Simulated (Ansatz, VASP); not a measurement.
## Two plane-wave programs on SnO2

File INCAR:

```
SYSTEM = SnO2
ALGO = Normal
EDIFF = 1E-6
ENCUT = 520
GGA = PE
ISIF = 2
ISMEAR = 0
IVDW = 12
LASPH = .TRUE.
LCHARG = .FALSE.
LREAL = .FALSE.
LWAVE = .FALSE.
NBANDS = 49
NELM = 100
PREC = Accurate
SIGMA = 0.05
```

The input KPOINTS:

```
k-points
0
G
  9 9 2
  0 0 0
```

File POSCAR:

```
SnO2
1.0
   -3.2372529198      0.0000000000      0.0000000000
   -1.6186264599     -2.8035432670      0.0000000000
   -3.8847035037     -2.2428346137     15.6754773976
Sn O
3 6
Direct
    0.3381267980      0.3381267980      0.4106748359
    0.8904940116     -0.1095059884      0.1368824855
   -0.2142404156     -0.2142404156      0.6844671862
    0.5066076465      0.5066076465      0.2000737752
    0.4018732193     -0.5981267807      0.7476584759
   -0.0457595671     -0.0457595671      0.4738661255
    0.1696459494      0.1696459494      0.6212758966
    0.7220131630     -0.2779868370      0.3474835462
    0.2743803766      0.2743803766      0.0736911959
```

Input for Ansatz:

```yaml
crystal:
  lattice:
    - [-3.2372529198, 0.0, 0.0]
    - [-1.6186264599, -2.803543267, 0.0]
    - [-3.8847035037, -2.2428346137, 15.6754773976]
  atoms:
    - { symbol: Sn, position: [0.338126798, 0.338126798, 0.4106748359] }
    - { symbol: Sn, position: [0.8904940116, -0.1095059884, 0.1368824855] }
    - { symbol: Sn, position: [-0.2142404156, -0.2142404156, 0.6844671862] }
    - { symbol: O, position: [0.5066076465, 0.5066076465, 0.2000737752] }
    - { symbol: O, position: [0.4018732193, -0.5981267807, 0.7476584759] }
    - { symbol: O, position: [-0.0457595671, -0.0457595671, 0.4738661255] }
    - { symbol: O, position: [0.1696459494, 0.1696459494, 0.6212758966] }
    - { symbol: O, position: [0.722013163, -0.277986837, 0.3474835462] }
    - { symbol: O, position: [0.2743803766, 0.2743803766, 0.0736911959] }
basis:
  ecutwfc: 520.0
kpoints:
  mp_grid: { grid: [9, 9, 2] }
hamiltonian:
  xc: pbe
  pseudopotentials: { kind: paw, azcp: { folder: soft_1 } }
  dispersion: d3bj
scf:
  occupations: { method: gaussian, width: 0.05 }
output:
  forces: true
  stress: true
  eigenvalues: true
```

Alike in both runs: task single point; functional PBE; dispersion D3(BJ); k mesh 9 × 9 × 2; occupations gaussian, width 0.05 eV; no spin polarisation.

|  | VASP | Ansatz |
| --- | --- | --- |
| version | VASP 6.6.1 | Ansatz 0.2.0 |
| potentials or method | VASP PAW PBE potentials, release 64 (Sn_d, O), cutoff 520 eV | scalar-relativistic, plane waves, PAW |
| valence electrons in the cell | 78 | 78 |

```tsv
	VASP	Ansatz	Ansatz less VASP
gap on the k mesh at the Fermi level (eV)	1.93	1.95	+0.021
least direct gap on the mesh (eV)	2.10	2.12	+0.016
pressure (GPa)	0.4	-0.2	-0.56
traceless stress, the component that is largest in VASP (GPa)	0.11	0.47	+0.368
rms of the force components (eV/Å)	0.081	0.066	-0.0155
```

Atom by atom the forces differ by 0.026 eV/Å (rms over components).
